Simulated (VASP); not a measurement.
Write the native input for VASP 6.6.1 that does the following.

| Quantity | Value |
| --- | --- |
| Task | relaxation of cell and atoms |
| Functional | PBE |
| Potentials or basis | VASP PAW PBE potentials, release 64 (Na_pv, Zr_sv, O) |
| Cutoff | 600 eV |
| k mesh | 12 × 12 × 2 |
| Occupations | gaussian, width 0.1 eV |
| Spin | no spin polarisation |
| Dipole correction | no |
| Further INCAR settings | ALGO = Normal; EDIFF = 1e-07; IBRION = 2; EDIFFG = -0.01; NSW = 100; ISIF = 3 |

The structure of Na5ZrO2 lies in POSCAR:

```
Na5ZrO2
1.0
    3.4126936170      0.0000000000      0.0000000000
   -1.7063468085      2.9554793676      0.0000000000
    0.0000000000      0.0000000000     18.3538431876
Na Zr O
5 1 2
Direct
    0.6666666667      0.3333333333      0.1673673572
    0.3333333333      0.6666666667      0.3277343580
    0.0000000000      0.0000000000      0.5000000000
    0.6666666667      0.3333333333      0.6722656420
    0.3333333333      0.6666666667      0.8326326428
    0.0000000000      0.0000000000      0.0000000000
    0.6666666667      0.3333333333      0.9477764290
    0.3333333333      0.6666666667      0.0522235710
```

One way to write it, as run:

INCAR

```
ALGO = Normal ; EDIFF = 1E-7
EDIFFG = -0.01 ; ENCUT = 600
GGA = PE ; IBRION = 2
ISIF = 3 ; ISMEAR = 0
LASPH = True ; LCHARG = False
LREAL = False ; LWAVE = False
NELM = 100 ; NSW = 100
PREC = Accurate ; SIGMA = 0.1
```

KPOINTS

```
k-points
0
Gamma
  12 12 2
```

Potentials or basis: VASP PAW PBE potentials, release 64 (Na_pv, Zr_sv, O).

Launch:

```bash
$ cat potpaw_PBE.64/Na_pv/POTCAR potpaw_PBE.64/Zr_sv/POTCAR potpaw_PBE.64/O/POTCAR > POTCAR
$ mpirun -np 1 vasp_std > vasp.out
```

It gave:

| Property | Result |
| --- | --- |
| Relaxed volume | 23.32 Å³/atom |
| Relaxed cell | a = 3.426 Å, b = 3.426 Å, c = 18.359 Å, α = 90.00°, β = 90.00°, γ = 120.00° |
| Space group after relaxing (to 0.05 Å) | P-3m1 (No. 164) |
| Energy gained by relaxing | 1.3 meV/atom |
| Ionic steps | 10 |
| Pressure after relaxing | 0.0 GPa |
| Largest force after relaxing | 0.008 eV/Å |

Caveat: an odd number of electrons without spin polarisation forces a metal; a magnetic or distorted state may lie lower.

It took 44 min on 1 thread of Intel(R) Xeon(R) Platinum 8259CL CPU @ 2.50GHz (Skylake/Cascade Lake), on a shared host, peak memory 0.52 GiB.
